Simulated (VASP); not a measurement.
# NaMo32S64 (a cell with a defect) in VASP: further runs, part 2 of 2

VASP 6.6.1.

## (3) Single point, PBE

Contents of INCAR:

```
ALGO = Normal
EDIFF = 1E-6
ENCUT = 400
GGA = PE
GGA_COMPAT = F
ISIF = 2
ISMEAR = -1
ISYM = -1
KPAR = 1
LASPH = T
LCHARG = T
LELF = T
LREAL = Auto
LVHAR = T
LWAVE = F
NBANDS = 474
NELECT = 838.0
NELM = 120
PREC = Accurate
SIGMA = 0.01
```

Contents of KPOINTS:

```
explicit points
1
Reciprocal
  0.25000000   0.25000000   0.25000000 1
```

Contents of POSCAR:

```
NaMo32S64
1.0
   12.4893157300      0.0000001100      0.0000000000
   -6.2446579600     10.8160646400      0.0000000000
    0.0000000000      0.0000000000     12.0827026900
Mo S Na
32 64 1
Direct
    0.1629675732      0.0871387157      0.2562190000
    0.0873322163      0.1627832348      0.7436185620
    0.1626789882      0.3390091594      0.2574602785
    0.0863295204      0.4153221287      0.7427212463
    0.1633351717      0.5885099797      0.2538148193
    0.0885051242      0.6636533924      0.7467597467
    0.1634401213      0.8381697303      0.2528098289
    0.0875366316      0.9113528181      0.7448901319
    0.4155312001      0.0861088562      0.2572935940
    0.3391797610      0.1624790551      0.7421719486
    0.4142634997      0.3388572532      0.2573944820
    0.3390416069      0.4140850773      0.7423127284
    0.4152573651      0.5924015959      0.2585115334
    0.3382896247      0.6630390259      0.7470301332
    0.4134259132      0.8383358695      0.2542622358
    0.3383958737      0.9129231649      0.7470221052
    0.6638584831      0.0883169580      0.2531391427
    0.5886885191      0.1631408460      0.7459223513
    0.6632331393      0.3381059608      0.2528192639
    0.5925923482      0.4150774874      0.7410506763
    0.6632856435      0.5883968096      0.2531686890
    0.5885670411      0.6630966228      0.7465086439
    0.6638242541      0.8386005658      0.2535327632
    0.5883470625      0.9129863092      0.7487956322
    0.9115782905      0.0873719723      0.2548548184
    0.8383601929      0.1632560424      0.7471042888
    0.9131266851      0.3382194006      0.2527629023
    0.8385333207      0.4132403103      0.7455946928
    0.9131818845      0.5881703846      0.2510021208
    0.8387726230      0.6636267577      0.7461944758
    0.9133370539      0.8382170597      0.2520941778
    0.8383981256      0.9131443123      0.7476928988
    0.1704073397      0.0782776370      0.6137932208
    0.0784551152      0.1702920658      0.3859448602
    0.1706889765      0.0762193098      0.8713127576
    0.0764846738      0.1704743872      0.1283989220
    0.1703618461      0.3304075096      0.6133419972
    0.0782577060      0.4223522273      0.3849080060
    0.1675890003      0.3341063596      0.8680976657
    0.0809275105      0.4214850912      0.1239471034
    0.1725588602      0.5826460169      0.6151180899
    0.0785660033      0.6713087646      0.3824610370
    0.1708505843      0.5795984205      0.8766124825
    0.0809943445      0.6717776967      0.1217978326
    0.1721765077      0.8292690807      0.6159549888
    0.0787804454      0.9195174329      0.3837312826
    0.1714027460      0.8297301542      0.8772104447
    0.0809207660      0.9227938556      0.1227779941
    0.4225638839      0.0780232905      0.6148102118
    0.3305568735      0.1702525849      0.3865085585
    0.4216058369      0.0807522868      0.8757596104
    0.3343736592      0.1672734052      0.1318268802
    0.4231733407      0.3304189714      0.6120694343
    0.3305716866      0.4230143879      0.3875360604
    0.4303299190      0.3330070661      0.8670695016
    0.3331939151      0.4300800816      0.1324944461
    0.4226251373      0.5819410445      0.6152600284
    0.3288903250      0.6734489120      0.3861852037
    0.4211890121      0.5778893860      0.8761194636
    0.3309268812      0.6722006761      0.1246281597
    0.4226111337      0.8300628974      0.6177535102
    0.3287947768      0.9192041925      0.3853376285
    0.4208759765      0.8291384392      0.8784244943
    0.3311738869      0.9216670106      0.1236812689
    0.6716148648      0.0784235260      0.6173638623
    0.5829073511      0.1723996664      0.3848208567
    0.6718356505      0.0807459048      0.8780197835
    0.5797625840      0.1706288745      0.1233344921
    0.6737901622      0.3287068859      0.6135361591
    0.5820621134      0.4224847103      0.3844632380
    0.6722210180      0.3307214819      0.8750782231
    0.5781476230      0.4209699265      0.1236192794
    0.6739687848      0.5832465075      0.6139954107
    0.5833194698      0.6736932681      0.3856346647
    0.6721082484      0.5787393229      0.8753651622
    0.5790360160      0.6720319431      0.1242612715
    0.6717153232      0.8306878911      0.6178276658
    0.5807947427      0.9220592950      0.3837787885
    0.6716577308      0.8287607577      0.8784545372
    0.5797823657      0.9213159562      0.1229738940
    0.9197421901      0.0786948791      0.6161281289
    0.8295390445      0.1719975768      0.3838624618
    0.9229500832      0.0806436470      0.8770760377
    0.8299015677      0.1712429585      0.1226072542
    0.9195180551      0.3286617654      0.6146230020
    0.8302607198      0.4224276630      0.3820607126
    0.9217633437      0.3309430942      0.8762692646
    0.8293367480      0.4207115120      0.1213969290
    0.9223425957      0.5806072826      0.6160615875
    0.8307688942      0.6714718477      0.3819176982
    0.9213899514      0.5795854691      0.8768626748
    0.8290614038      0.6715460891      0.1212941374
    0.9207240771      0.8298642988      0.6159898320
    0.8299962963      0.9205142758      0.3837605806
    0.9220784012      0.8293157629      0.8771658355
    0.8295758250      0.9219511200      0.1225887153
    0.2613334573      0.2607678546     -0.0001030399
```

Potentials or basis: VASP PAW PBE potentials, release 64 (Mo_sv, S, Na_pv).

Command:

```sh
$ cat potpaw_PBE.64/Mo_sv/POTCAR potpaw_PBE.64/S/POTCAR potpaw_PBE.64/Na_pv/POTCAR > POTCAR
$ mpirun -np 4 vasp_std > vasp.out
```

It took 5.9 min on 4 MPI ranks of Intel Xeon Platinum 8488C (Sapphire Rapids), shared host; peak memory 0.52 GiB.

The run converged. Its results:

```
Free energy   : -704.1930 eV
Largest force : 0.262 eV/Å
```

Forces on the atoms (eV/Å):
```
Mo   0.025 -0.007  0.004
Mo  -0.018  0.016 -0.005
Mo   0.033 -0.004 -0.024
Mo  -0.020  0.016 -0.014
Mo   0.022 -0.010 -0.011
Mo  -0.017  0.015 -0.006
Mo   0.019 -0.007  0.007
Mo  -0.016  0.001 -0.009
Mo   0.022 -0.007  0.012
Mo  -0.019  0.025  0.026
Mo   0.032 -0.005 -0.008
Mo  -0.020  0.022  0.010
Mo   0.026 -0.028 -0.032
Mo  -0.019  0.017 -0.004
Mo   0.019 -0.014 -0.003
Mo  -0.017  0.016  0.003
Mo   0.021 -0.006  0.005
Mo  -0.019  0.014  0.011
Mo   0.024 -0.008  0.003
Mo  -0.036  0.008  0.034
Mo   0.019 -0.009 -0.005
Mo  -0.017  0.013  0.005
Mo   0.018 -0.007 -0.003
Mo  -0.015  0.014 -0.003
Mo   0.009 -0.013  0.010
Mo  -0.016  0.012 -0.008
Mo   0.022 -0.007 -0.003
Mo  -0.022  0.010  0.002
Mo   0.020 -0.006  0.003
Mo  -0.016  0.013  0.003
Mo   0.019 -0.007  0.005
Mo  -0.016  0.013 -0.006
S   -0.005  0.023  0.023
S    0.024  0.004 -0.023
S   -0.030 -0.021 -0.014
S   -0.005 -0.032  0.013
S   -0.011  0.016  0.013
S    0.037 -0.009 -0.029
S   -0.054  0.029 -0.020
S    0.015 -0.007 -0.001
S   -0.015  0.017  0.002
S    0.027 -0.011 -0.015
S   -0.023  0.016 -0.021
S    0.014 -0.005  0.011
S   -0.013  0.017  0.007
S    0.022 -0.003 -0.010
S   -0.017  0.005 -0.016
S    0.017 -0.013  0.016
S   -0.027  0.030  0.029
S    0.022 -0.007 -0.013
S   -0.012  0.007  0.003
S    0.055 -0.032  0.026
S   -0.017  0.016  0.040
S    0.023 -0.008 -0.037
S   -0.045  0.033  0.035
S    0.050 -0.018 -0.033
S   -0.012  0.009  0.017
S    0.031 -0.021 -0.030
S   -0.024  0.026 -0.006
S    0.017 -0.004 -0.003
S   -0.018  0.018  0.011
S    0.025 -0.015 -0.008
S   -0.017  0.014 -0.014
S    0.022 -0.010  0.016
S   -0.025  0.017  0.014
S    0.020 -0.006 -0.003
S   -0.009  0.010 -0.011
S    0.026 -0.009  0.019
S   -0.039  0.018  0.031
S    0.017 -0.009 -0.015
S   -0.006  0.012  0.005
S    0.032 -0.006  0.007
S   -0.020 -0.005  0.028
S    0.007 -0.017 -0.027
S   -0.016  0.030  0.003
S    0.033 -0.002 -0.001
S   -0.016  0.008  0.011
S    0.018 -0.014 -0.011
S   -0.014  0.020 -0.013
S    0.023 -0.004  0.012
S   -0.013  0.014  0.008
S    0.019 -0.003 -0.007
S   -0.021  0.010 -0.018
S    0.015 -0.011  0.015
S   -0.029  0.013  0.005
S    0.025 -0.007 -0.012
S   -0.017  0.014 -0.019
S    0.020 -0.006  0.013
S   -0.024  0.009  0.010
S    0.018 -0.009 -0.011
S   -0.011  0.016 -0.013
S    0.022 -0.003  0.013
S   -0.017  0.007  0.007
S    0.016 -0.011 -0.007
S   -0.016  0.011 -0.016
S    0.017 -0.009  0.016
Na  -0.142 -0.220 -0.004
```

Levels at points of the mesh, in eV from the Fermi level:
| k point | band 415 | band 416 | band 417 | band 418 | band 419 | band 420 | band 421 | band 422 | band 423 | band 424 |
| --- | --- | --- | --- | --- | --- | --- | --- | --- | --- | --- |
| (0.25, 0.25, 0.25) | -0.68 | -0.66 | -0.61 | -0.53 | -0.26 | 1.04 | 1.10 | 1.10 | 1.37 | 1.39 |

Caveat: the cell carries a net charge on a neutralising background, which shifts energy and pressure; the cell is charged against a uniform background, so pressure and absolute levels hang on convention.
